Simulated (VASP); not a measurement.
Wanted: the native input for a VASP 6.6.1 run.

```
Task                   : single point
Functional             : PBEsol
Potentials or basis    : VASP PAW PBE potentials, release 64 (Zn, Au)
Cutoff                 : 520 eV
k mesh                 : 16 × 16 × 16
Occupations            : fermi-dirac, width 0.1 eV
Spin                   : no spin polarisation
Dipole correction      : no
Further INCAR settings : ALGO = Normal; EDIFF = 1e-06; NBANDS = 18
```

The structure of ZnAu lies in POSCAR:

```
ZnAu
1.0
    3.1283450309      0.0000000000      0.0000000000
    0.0000000000      3.1283450309      0.0000000000
    0.0000000000      0.0000000000      3.1283450309
Zn Au
1 1
Direct
    0.5000000000      0.5000000000      0.5000000000
    0.0000000000      0.0000000000      0.0000000000
```

The input as run:

INCAR

```
ALGO     = Normal         # electronic algorithm
EDIFF    = 1E-6           # SCF threshold, eV
ENCUT    = 520            # plane-wave cutoff, eV
GGA      = PS             # functional
ISIF     = 2              # what is computed and relaxed
ISMEAR   = -1             # smearing method
LASPH    = True           # aspherical terms in the spheres
LCHARG   = True           # write CHGCAR
LELF     = True           # ELF
LREAL    = False          # projectors in reciprocal space
LVHAR    = True         
LWAVE    = False          # write WAVECAR
NBANDS   = 18             # bands
NELM     = 60             # most SCF steps
PREC     = Accurate       # precision mode
SIGMA    = 0.1            # smearing width, eV
```

KPOINTS

```
k-points
0
Gamma
  16 16 16
```

Potentials or basis: VASP PAW PBE potentials, release 64 (Zn, Au).

The run is started by

```sh
$ cat potpaw_PBE.64/Zn/POTCAR potpaw_PBE.64/Au/POTCAR > POTCAR
$ mpirun -np 1 vasp_std > vasp.out
```

It gave:

The pressure is 0.1 GPa and the band gap on the k mesh is zero (an odd number of electrons rules out a gap without spin polarisation).

Caveat: the PAW data sets were made with another functional, which shifts forces and pressure a little; spin-orbit coupling is left out, which moves the levels of the heavy elements.

Run time: 40 s on 1 thread of Intel(R) Xeon(R) Platinum 8259CL CPU @ 2.50GHz (Skylake/Cascade Lake), on a shared host, peak memory 0.21 GiB.
